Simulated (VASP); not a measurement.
Here is a VASP 6.6.1 calculation.

INCAR

```
SYSTEM = Pt
ALGO = Normal
EDIFF = 1E-6
ENCUT = 500
GGA_COMPAT = .False.
ISIF = 2
ISMEAR = 1
LASPH = .True.
LCHARG = .False.
LREAL = .False.
LWAVE = .False.
NBANDS = 15
NELM = 120
PREC = Accurate
SIGMA = 0.05
```

KPOINTS

```
k-points
0
Gamma
  9 8 9
  0 0 0
```

The input POSCAR:

```
Pt
1.0
   -1.5821724000      1.5849819900      1.5846552900
    1.6029151900     -1.5797795700      1.6001956600
    1.5674823500      1.5650895200     -1.5794528700
Pt
1
Direct
    0.0000000000      0.0000000000      0.0000000000
```

Potentials or basis: VASP PAW LDA potentials, release 64 (Pt_sv_GW).

Run with:

```sh
$ cat potpaw_LDA.64/Pt_sv_GW/POTCAR > POTCAR
$ mpirun -np 1 vasp_std > vasp.out
```

Problem. Predict the pressure.

Solution. -18.3 GPa.

Problem. What does it give for the band gap on the k mesh?

Solution. Zero (bands 9 and 10 overlap by 1.87 eV).

Stress tensor (GPa, compression positive):
```
-18.71   1.68  -1.07
  1.68 -17.85  -0.48
 -1.07  -0.48 -18.28
```

Caveat: the cell stands under tension; spin-orbit coupling is left out, which moves the levels of the heavy elements.
